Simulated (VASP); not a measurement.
Runs of VASP 6.6.1 on AlN. Symmetry: Fm-3m, No. 225, cubic system. Conventional cell: a = 4.038 Å, b = 4.038 Å, c = 4.038 Å, α = 90.00°, β = 90.00°, γ = 90.00°. Al (site symmetry m-3m) has 6 N at 2.02 Å within 2.7 Å. Within 2.7 Å of N (site symmetry m-3m) lie 6 Al at 2.02 Å. 

```tsv
level	k mesh	cutoff (eV)	smearing	grid for exact exchange (PRECFOCK)	share of exact exchange	screening parameter	gap on the mesh (eV)	pressure (GPa)
PBEsol	8 × 8 × 8	600	fermi-dirac 0.001 eV	-	-	-	4.59	1.2
HSE06	4 × 4 × 4	520	gaussian 0.01 eV	Normal	0.25	0.2079 1/Å	6.01	(c)
r2SCAN50	6 × 6 × 6	520	gaussian 0.01 eV	Normal	0.5	-	9.12	-9.6
PBEsol	3 × 3 × 3	600	gaussian 0.01 eV	-	-	-	5.66	(d)
HSE06	6 × 6 × 6	520	gaussian 0.01 eV	Normal	0.25	0.2079 1/Å	6.01	-1.5
PBEsol	8 × 8 × 8	600	fermi-dirac 0.5 eV	-	-	-	4.60	(a)
PBEsol	8 × 8 × 8	600	gaussian 0.05 eV	-	-	-	4.59	1.2
PBE-based screened hybrid with 15 % exact exchange	6 × 6 × 6	520	gaussian 0.01 eV	Normal	0.15	0.5 1/Å	5.08	(b)
PBEsol	8 × 8 × 8	600	gaussian 0.01 eV	-	-	-	4.59	1.2
PBE-based global hybrid with 50 % exact exchange	6 × 6 × 6	520	gaussian 0.01 eV	Normal	0.5	-	8.89	-8.8
PBEsol	8 × 8 × 8	600	methfessel-paxton 0.001 eV	-	-	-	4.59	1.2
```

Alike in all rows: no spin polarisation; cell as given.

Q: Estimate the missing entries.

A: (a) 1.3; (b) 2.5; (c) -1.4; (d) 2.4.

Caveats: some runs use coarse meshes; the PAW data sets were made with another functional, which shifts forces and pressure a little; an odd mesh through Γ misses points on the zone boundary, where band edges can lie (at least some runs).
